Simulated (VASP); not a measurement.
# MgO (C2) in VASP: single point with PBE

Aim: the single point of MgO with PBE.

All numbers are computed with VASP 6.6.1; they aren't measurements. Logs are shortened: lines on timing, memory, paths and dates and some standing lists are left out, and cuts for length are marked.

### 1 The cell of the first run

The typed cell holds 2 atoms: a = 3.064 Å, b = 3.124 Å, c = 2.733 Å, α = 89.90°, β = 90.05°, γ = 120.65°.

### 2 Single point, PBE (strained and its atoms moved)

Input file INCAR:

```
SYSTEM = MgO
PREC = Accurate
ENCUT = 520
EDIFF = 1E-7
ISMEAR = 0
SIGMA = 0.02
LREAL = .False.
LASPH = .True.
NELM = 100
ALGO = Normal
ISIF = 2
LWAVE = .False.
LCHARG = .False.
GGA = PE
NBANDS = 11
```

Input file KPOINTS:

```
regular mesh
0
Gamma
  12 12 10
  0 0 0
```

Input file POSCAR:

```
MgO
1.0
    3.0642970418     -0.0347274071     -0.0013514896
   -1.5622233377      2.7058538566      0.0027112654
   -0.0012326528      0.0021437440      2.7327644608
Mg O
1 1
Direct
    0.0393019851      0.0196509926      0.0000000000
    0.2940313449      0.6470156774      0.5000000000
```

Potentials or basis: VASP PAW PBE potentials, release 64 (Mg, O).

Launch:

```sh
$ cat potpaw_PBE.64/Mg/POTCAR potpaw_PBE.64/O/POTCAR > POTCAR
$ mpirun -np 1 vasp_std > vasp.out
```

OUTCAR:

```text
SYSTEM = MgO
   PREC = Accurate
   ENCUT = 520
   EDIFF = 1E-7
   ISMEAR = 0
   LREAL = .False.
   LASPH = .True.
   NELM = 100
   ISIF = 2
   GGA = PE

 ion  position               nearest neighbor table
   1  0.039  0.020  0.000-   2 2.18   2 2.18   2 2.18   2 2.18   2 2.39   2 2.39
   2  0.294  0.647  0.500-   1 2.18   1 2.18   1 2.18   1 2.18   1 2.39   1 2.39

  LATTYP: Found a base centered monoclinic cell.
 ALAT       =     3.1244510240
 B/A-ratio  =     1.6875900918
 C/A-ratio  =     0.8746386353
 COS(beta)  =    -0.0017726507

  Lattice vectors:

 A1 = (  -1.5020737041,  -2.6711264495,  -0.0013597758)
 A2 = (   3.0642970418,  -0.0347274071,  -0.0013514896)
 A3 = (  -0.0012326528,   0.0021437440,   2.7327644608)

Analysis of symmetry for initial positions (statically):
=====================================================================
 Subroutine PRICEL returns:
 Original cell was already a primitive cell.

 Routine SETGRP: Setting up the symmetry group for a
 base centered monoclinic supercell.

 Subroutine GETGRP returns: Found  2 space group operations
 (whereof  2 operations were pure point group operations)
 out of a pool of  4 trial point group operations.

The static configuration has the point symmetry C_2 .

Analysis of symmetry for dynamics (positions and initial velocities):
=====================================================================
 Subroutine PRICEL returns:
 Original cell was already a primitive cell.

 Routine SETGRP: Setting up the symmetry group for a
 base centered monoclinic supercell.

 Subroutine GETGRP returns: Found  2 space group operations
 (whereof  2 operations were pure point group operations)
 out of a pool of  4 trial point group operations.

The dynamic configuration has the point symmetry C_2 .

 Subroutine INISYM returns: Found  2 space group operations
 (whereof  2 operations are pure point group operations),
 and found     1 'primitive' translations

----------------------------------------------------------------------------------------

                                     Primitive cell

  volume of cell :      22.5106

  direct lattice vectors                    reciprocal lattice vectors
     3.064297042 -0.034727407 -0.001351490     0.328488436  0.189652631 -0.000000605
    -1.562223338  2.705853857  0.002711265     0.004215753  0.372003363 -0.000289920
    -0.001232653  0.002143744  2.732764461     0.000158271 -0.000275284  0.365930105

  length of vectors
     3.064494115  3.124451024  2.732765580     0.379305646  0.372027363  0.365930242

  position of ions in fractional coordinates (direct lattice)
     0.039301985  0.019650993  0.000000000
     0.294031345  0.647015677  0.500000000

  ion indices of the primitive-cell ions
   primitive index   ion index
                 1           1
                 2           2

----------------------------------------------------------------------------------------

 KPOINTS: regular mesh

Automatic generation of k-mesh.
 Grid dimensions read from file:
 generate k-points for:   12   12   10

 Generating k-lattice:

  Cartesian coordinates                     Fractional coordinates (reciprocal lattice)
     0.027374036  0.015804386 -0.000000050     0.083333333 -0.000000000 -0.000000000
     0.000351313  0.031000280 -0.000024160     0.000000000  0.083333333 -0.000000000
     0.000015827 -0.000027528  0.036593010    -0.000000000  0.000000000  0.100000000

  Length of vectors
     0.031608804  0.031002280  0.036593024

  Shift w.r.t. Gamma in fractional coordinates (k-lattice)
     0.000000000  0.000000000  0.000000000

 Subroutine IBZKPT returns following result:
 ===========================================

 Found    398 irreducible k-points:

 Following reciprocal coordinates:
            Coordinates               Weight
  0.000000  0.000000  0.000000      1.000000
  0.083333 -0.000000  0.000000      2.000000
  0.166667 -0.000000  0.000000      2.000000
  0.250000  0.000000  0.000000      2.000000
  0.333333 -0.000000  0.000000      2.000000
  0.416667 -0.000000 -0.000000      2.000000
[... 16 lines left out ...]
  0.166667  0.250000  0.000000      4.000000
  0.250000  0.250000  0.000000      4.000000
 [... further k-points ...]
   k-points           NKPTS =    398   k-points in BZ     NKDIM =    398   number of bands    NBANDS=     11
   number of dos      NEDOS =    301   number of ions     NIONS =      2
   total plane-waves  NPLWV =  11520
   dimension x,y,z NGX =    24 NGY =   24 NGZ =   20
   dimension x,y,z NGXF=    48 NGYF=   48 NGZF=   40
   ions per type =               1   1
   NGX,Y,Z   is equivalent  to a cutoff of  13.02, 12.77, 12.17 a.u.
   NGXF,Y,Z  is equivalent  to a cutoff of  26.04, 25.54, 24.33 a.u.
 SYSTEM =  MgO
   PREC   = accura    normal or accurate (medium, high low for compatibility)
   ISTART =      0    job   : 0-new  1-cont  2-samecut
   ICHARG =      2    charge: 1-file 2-atom 10-const
   ISPIN  =      1    spin polarized calculation?
   LNONCOLLINEAR =      F non collinear calculations
   LSORBIT =      F    spin-orbit coupling
   LASPH  =      T    aspherical Exc in radial PAW
   ENCUT  =  520.0 eV  38.22 Ry    6.18 a.u.   5.70  5.81  5.08*2*pi/ulx,y,z
   NELM   =    100;   NELMIN=  2; NELMDL= -5     # of ELM steps
   EDIFF  = 0.1E-06   stopping-criterion for ELM
   LREAL  =      F    real-space projection
   EDIFFG = 0.1E-05   stopping-criterion for IOM
   NSW    =      0    number of steps for IOM
   IBRION =     -1    ionic relax: 0-MD 1-quasi-New 2-CG
   NFREE  =      0    steps in history (QN), initial steepest desc. (CG)
   ISIF   =      2    stress and relaxation
   ISYM   =      2    0-nonsym 1-usesym 2-fastsym
   POTIM  = 0.5000    time-step for ionic-motion
   TEBEG  =    0.0;   TEEND  =   0.0 temperature during run
   PSTRESS=    0.0 pullay stress
   NELECT =       8.0000    total number of electrons
   NUPDOWN=      -1.0000    fix difference up-down
   EMIN   =  10.00;   EMAX   =-10.00  energy-range for DOS
   EFERMI =   0.00;   METHOD = LEGACY
   ISMEAR =     0;   SIGMA  =   0.02  broadening in eV -4-tet -1-fermi 0-gaus
   EFERMI_NEDOS =   21; number of points for ismear=-14 and -15
   IALGO  =     38    algorithm
   IMIX   =      4    mixing-type and parameters
     AMIX     =   0.40;   BMIX     =  1.00
     AMIX_MAG =   1.60;   BMIX_MAG =  1.00
  volume/ion in A,a.u.               =      11.26        75.95
  Fermi-wavevector in a.u.,A,eV,Ry     =   1.159603  2.191333 18.295481  1.344680
  Thomas-Fermi vector in A             =   2.296194
   LORBIT       =      0    0 simple, 1 ext, 2 COOP (PROOUT), +10 PAW based schemes
   GGA     = PE    functional components
   LHFCALC =     F    Hartree Fock is set to
   AEXX    =    0.0000 exact exchange contribution
   IVDW    =     0    specifies the selected vdW correction
   LEPSILON=     F    determine dielectric tensor
   LRPA    =     F    only Hartree local field effects (RPA)
 non-spin polarized calculation
 Gauss-broadening in eV      SIGMA  =   0.02
  energy-cutoff  :      520.00
  volume of cell :       22.51
 maximum number of plane-waves:       624
   NGX = 11   NGY = 11   NGZ = 11

 number of electron       7.9999996 magnetization

 Free energy of the ion-electron system (eV)
  ---------------------------------------------------
  ext. energy  EPLUGINS =         0.00000000
  ---------------------------------------------------
  free energy    TOTEN  =       -11.06298324 eV

  energy without entropy =      -11.06298324  energy(sigma->0) =      -11.06298324

 E-fermi :   2.7482     XC(G=0): -10.2042

 val. band max:        2.6524735691   @ k =   0.4167   0.1667   0.0000
 cond. band min:       4.6573318374   @ k =   0.0000   0.0000   0.0000
 fundamental gap:      2.0048582683
 Fermi energy:         2.7482446221

 k-point     1 :       0.0000    0.0000    0.0000
  band No.  band energies     occupation
      1     -14.4172      2.00000
      2       1.6272      2.00000
      3       2.0321      2.00000
      4       2.3199      2.00000
      5       4.6573      0.00000
      6      14.0347      0.00000
      7      16.2696      0.00000
      8      17.1313      0.00000
      9      20.7503      0.00000
     10      22.1043      0.00000
     11      23.3039      0.00000

 k-point     2 :       0.0833   -0.0000    0.0000
  band No.  band energies     occupation
      1     -14.3697      2.00000
      2       1.5368      2.00000
      3       1.5764      2.00000
      4       2.3409      2.00000
      5       5.1752      0.00000
      6      13.8640      0.00000
      7      16.4300      0.00000
      8      16.6093      0.00000
      9      21.3277      0.00000
     10      22.0171      0.00000
     11      23.6430      0.00000

 k-point     3 :       0.1667   -0.0000    0.0000
  band No.  band energies     occupation
      1     -14.2364      2.00000
      2       0.6009      2.00000
      3       1.4414      2.00000
      4       2.3992      2.00000
      5       6.1764      0.00000
      6      13.2046      0.00000
      7      16.1445      0.00000
      8      16.8554      0.00000
      9      21.5108      0.00000
     10      21.7712      0.00000
     11      24.1182      0.00000

 k-point     4 :       0.2500    0.0000    0.0000
  band No.  band energies     occupation
      1     -14.0463      2.00000
      2      -0.3300      2.00000
      3       1.2656      2.00000
      4       2.4806      2.00000
      5       7.1997      0.00000
      6      12.3124      0.00000
      7      16.0032      0.00000
      8      17.3968      0.00000
      9      21.4167      0.00000
     10      21.4751      0.00000
     11      24.8673      0.00000

 k-point     5 :       0.3333   -0.0000    0.0000
  band No.  band energies     occupation
      1     -13.8455      2.00000
      2      -1.0962      2.00000
      3       1.0986      2.00000
      4       2.5644      2.00000
      5       8.0238      0.00000
      6      11.6916      0.00000
      7      15.6790      0.00000
      8      17.8776      0.00000
      9      21.0409      0.00000
     10      21.9708      0.00000
     11      26.1149      0.00000
[... 211 lines left out ...]
 k-point    21 :      -0.0000    0.2500    0.0000
  band No.  band energies     occupation
      1     -14.0545      2.00000
      2      -0.5656      2.00000
      3       1.6178      2.00000
      4       2.4453      2.00000
      5       7.0092      0.00000
      6      12.3970      0.00000
      7      15.6846      0.00000
      8      18.0369      0.00000
      9      21.4592      0.00000
     10      22.0169      0.00000
     11      24.5365      0.00000

 k-point    22 :       0.0833    0.2500    0.0000
  band No.  band energies     occupation
      1     -13.9286      2.00000
      2      -0.9584      2.00000
      3       1.3240      2.00000
      4       2.4976      2.00000
      5       7.6787      0.00000
      6      12.0305      0.00000
      7      15.8109      0.00000
      8      17.6156      0.00000
      9      21.2742      0.00000
     10      22.5780      0.00000
     11      24.7623      0.00000

 k-point    23 :       0.1667    0.2500    0.0000
  band No.  band energies     occupation
      1     -13.7791      2.00000
      2      -1.2306      2.00000
      3       0.7678      2.00000
      4       2.5592      2.00000
      5       8.5941      0.00000
      6      11.7124      0.00000
      7      15.3388      0.00000
      8      17.9627      0.00000
      9      21.1581      0.00000
     10      22.9120      0.00000
     11      24.7113      0.00000

 k-point    24 :       0.2500    0.2500    0.0000
  band No.  band energies     occupation
      1     -13.6457      2.00000
      2      -1.3066      2.00000
      3       0.1275      2.00000
      4       2.6137      2.00000
      5       9.5027      0.00000
      6      11.6047      0.00000
      7      14.4536      0.00000
      8      18.9073      0.00000
      9      21.1713      0.00000
     10      22.8463      0.00000
     11      23.6507      0.00000

 [... further k-points ...]

------------------------ aborting loop because EDIFF is reached ----------------------------------------

  FORCE on cell =-STRESS in cart. coord.  units (eV):
  Direction    XX          YY          ZZ          XY          YZ          ZX
  --------------------------------------------------------------------------------------
  -------------------------------------------------------------------------------------
  Total       -1.7533761     -2.4949520     -0.6974695      0.6422186     -0.0005825      0.0003324
  in kB     -124.7956781   -177.5769794    -49.6420455     45.7095907     -0.0414560      0.0236616
  external PRESSURE =    -117.3382344 kB  Pullay stress =       0.0000000 kB

 VOLUME and BASIS-vectors are now :
 -----------------------------------------------------------------------------
  energy-cutoff  :      520.00
  volume of cell :       22.51
      direct lattice vectors                 reciprocal lattice vectors
     3.064297042 -0.034727407 -0.001351490     0.328488436  0.189652631 -0.000000605
    -1.562223338  2.705853857  0.002711265     0.004215753  0.372003363 -0.000289920
    -0.001232653  0.002143744  2.732764461     0.000158271 -0.000275284  0.365930105

 POSITION                                       TOTAL-FORCE (eV/Angst)
 -----------------------------------------------------------------------------------
      0.08973      0.05181      0.00000        -0.249247     -0.143903     -0.000000
     -0.11040      1.74159      1.36774         0.249247      0.143903      0.000000
 -----------------------------------------------------------------------------------
    total drift:                                0.000155      0.000013     -0.000021

  FREE ENERGIE OF THE ION-ELECTRON SYSTEM (eV)
  ---------------------------------------------------
  free  energy   TOTEN  =       -11.0629832446 eV

  energy  without entropy=      -11.0629832446  energy(sigma->0) =      -11.06298324
```

Wall time 52 s (1 thread of Intel Xeon 8259CL, shared host); peak memory 0.22 GiB.

Results:

```yaml
Free_energy: -11.0630 eV
Pressure: -11.7 GPa
Largest_force: 0.288 eV/Å
Band_gap_on_the_k_mesh: 2.00 eV (least direct gap 2.34 eV)
```

Forces in eV/Å, atoms in the order of the input:
```
Mg  -0.249 -0.144  0.000
O    0.249  0.144  0.000
```

Stress tensor (GPa, compression positive):
```
-12.48   4.57   0.00
  4.57 -17.76   0.00
  0.00   0.00  -4.96
```

Caveat: the cell differs from its parent crystal (strained and its atoms moved); the stress differs along the axes, from -18 to -5 GPa. A k mesh can miss the band edges.
